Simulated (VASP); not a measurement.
A run of VASP 6.6.1 is set up as follows.

INCAR

```
SYSTEM = Sb
PREC     = Accurate       ! precision mode
ENCUT    = 600            ! plane-wave cutoff, eV
EDIFF    = 1E-8           ! SCF threshold, eV
ISMEAR   = -1             ! smearing method
SIGMA    = 0.05           ! smearing width, eV
LREAL    = .False.        ! projectors in reciprocal space
LASPH    = .True.         ! aspherical terms in the spheres
NELM     = 60             ! most SCF steps
ALGO     = Normal         ! electronic algorithm
ISIF     = 3              ! what is computed and relaxed
LWAVE    = .False.        ! write WAVECAR
LCHARG   = .True.         ! write CHGCAR
GGA      = PS             ! functional
NBANDS   = 8              ! bands
IBRION   = 6              ! ionic algorithm
NFREE    = 2            
POTIM    = 0.015          ! step
NSW      = 1              ! ionic steps
```

KPOINTS

```
regular mesh
0
Gamma
  6 6 6
  0 0 0
```

File POSCAR:

```
Sb
1.0
    3.1600000000      0.0000000000      0.0000000000
    0.0000000000      3.1600000000      0.0000000000
    0.0000000000      0.0000000000      3.1600000000
Sb
1
Direct
    0.0000000000      0.0000000000      0.0000000000
```

Potentials or basis: VASP PAW PBE potentials, release 64 (Sb).

Launch:

```bash
$ cat potpaw_PBE.64/Sb/POTCAR > POTCAR
$ mpirun -np 1 vasp_std > vasp.out
```

(1) What does it give for the elastic constants C11, C12, C44?

(2) Estimate the Voigt bulk modulus.

Answers

(1) 83, 25, 15 GPa.

(2) 44 GPa.

Caveat: the cell is under stress, which shifts elastic constants; the PAW data sets were made with another functional, which shifts forces and pressure a little.
